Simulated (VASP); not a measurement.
Write the native input for VASP 6.6.1 that does the following.

```
Task                   : single point
Functional             : PBE
Potentials or basis    : VASP PAW PBE potentials, release 64 (Zn, Sn_d, N)
Cutoff                 : 520 eV
k mesh                 : 6 × 6 × 4
Occupations            : gaussian, width 0.1 eV
Spin                   : no spin polarisation
Dipole correction      : no
Further INCAR settings : ALGO = Normal; EDIFF = 1e-06; NBANDS = 22
```

The structure of ZnSnN lies in POSCAR:

```
ZnSnN
1.0
    3.5533679400      0.0000000000      0.0000000000
    0.0000000000      3.5533679400      0.0000000000
    0.0000000000      0.0000000000      3.7477224000
Zn Sn N
1 1 1
Direct
    0.5000000000      0.5000000000      0.5000000000
    0.0000000000      0.0000000000      0.0000000000
    0.5000000000      0.5000000000      0.0000000000
```

The cell was generated, and may not be a known phase.

One way to write it, as run:

INCAR

```
PREC     = Accurate       # precision mode
ENCUT    = 520            # plane-wave cutoff, eV
EDIFF    = 1E-6           # SCF threshold, eV
ISMEAR   = 0              # smearing method
SIGMA    = 0.1            # smearing width, eV
LREAL    = False          # projectors in reciprocal space
LASPH    = True           # aspherical terms in the spheres
NELM     = 60             # most SCF steps
ALGO     = Normal         # electronic algorithm
ISIF     = 2              # what is computed and relaxed
LWAVE    = False          # write WAVECAR
LCHARG   = False          # write CHGCAR
GGA      = PE             # functional
NBANDS   = 22             # bands
```

KPOINTS

```
regular mesh
0
Gamma
  6 6 4
```

Potentials or basis: VASP PAW PBE potentials, release 64 (Zn, Sn_d, N).

Run with:

```sh
$ cat potpaw_PBE.64/Zn/POTCAR potpaw_PBE.64/Sn_d/POTCAR potpaw_PBE.64/N/POTCAR > POTCAR
$ mpirun -np 1 vasp_std > vasp.out
```

Results of the run:

| Quantity | Value |
| --- | --- |
| Pressure | 9.4 GPa |
| Band gap on the k mesh | zero (an odd number of electrons rules out a gap without spin polarisation) |

Caveat: the k points lie up to 0.42 Å⁻¹ apart, too coarse for converged energies and pressures of a metal; spin-orbit coupling is left out, which moves the levels of the heavy elements.

Run time: 13 s on 1 thread of Intel(R) Xeon(R) 6975P-C (Granite Rapids) (shared host), peak memory 0.17 GiB.
